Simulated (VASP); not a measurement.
Write the native input for VASP 6.6.1 that does the following.

```
Task                   : relaxation of cell and atoms
Functional             : r2SCAN
Potentials or basis    : VASP PAW PBE potentials, release 64 (B)
Cutoff                 : 600 eV
k mesh                 : 17 × 17 × 9
Occupations            : fermi-dirac, width 0.1 eV
Spin                   : no spin polarisation
Dipole correction      : no
Further INCAR settings : ALGO = Normal; EDIFF = 1e-06; IBRION = 2; EDIFFG = -0.01; NSW = 80; ISIF = 3
```

B:

```
CELL_PARAMETERS angstrom
2.10059 0.00000 0.00000
-1.05030 1.81917 0.00000
0.00000 0.00000 3.43027
ATOMIC_POSITIONS crystal
B 0.33333 0.66667 0.25000
B 0.66667 0.33333 0.75000
```

This isn't the form of B at room conditions, which is rhombohedral.

These files were run (other wordings do the same):

POSCAR

```
B
1.0
    2.1005919712      0.0000000000      0.0000000000
   -1.0502959856      1.8191660100      0.0000000000
    0.0000000000      0.0000000000      3.4302666889
B
2
Direct
    0.3333333333      0.6666666667      0.2500000000
    0.6666666667      0.3333333333      0.7500000000
```

INCAR.step1

```
PREC = Accurate
ENCUT = 600
ISMEAR = -1
SIGMA = 0.1
LREAL = False
LASPH = True
NELM = 60
GGA = PE
ALGO = Normal
EDIFF = 1E-4
LWAVE = True
LCHARG = False
```

INCAR.step2

```
PREC = Accurate
ENCUT = 600
EDIFF = 1E-6
ISMEAR = -1
SIGMA = 0.1
LREAL = False
LASPH = True
NELM = 60
ALGO = Normal
ISIF = 3
LWAVE = False
LCHARG = False
METAGGA = R2SCAN
LMIXTAU = True
IBRION = 2
NSW = 80
EDIFFG = -0.01
ISTART = 1
```

KPOINTS

```
Automatic mesh
0
Gamma
  17 17 9
```

Potentials or basis: VASP PAW PBE potentials, release 64 (B).

Launch:

```console
$ cat potpaw_PBE.64/B/POTCAR > POTCAR
$ cp INCAR.step1 INCAR
$ mpirun -np 1 vasp_std > vasp.out
$ cp INCAR.step2 INCAR
$ mpirun -np 1 vasp_std > vasp.out
```

Results of the run:

```
Relaxed volume                        : 7.84 Å³/atom
Relaxed cell                          : a = 1.709 Å, b = 1.709 Å, c = 6.203 Å, α = 90.00°, β = 90.00°, γ = 120.00°
Space group after relaxing (to 0.1 Å) : P6_3/mmc (No. 194)
Pressure after relaxing               : 0.0 GPa
Band gap on the k mesh                : zero (bands 3 and 4 overlap by 10.61 eV)
```

Caveat: the volume moved by over 15 % at a fixed basis, so the end points are rough; the PAW data sets were made with another functional, which shifts forces and pressure a little.

Run time: 17 min on 1 thread of Intel(R) Xeon(R) Platinum 8488C (Sapphire Rapids), with other jobs on the host, peak memory 0.13 GiB.
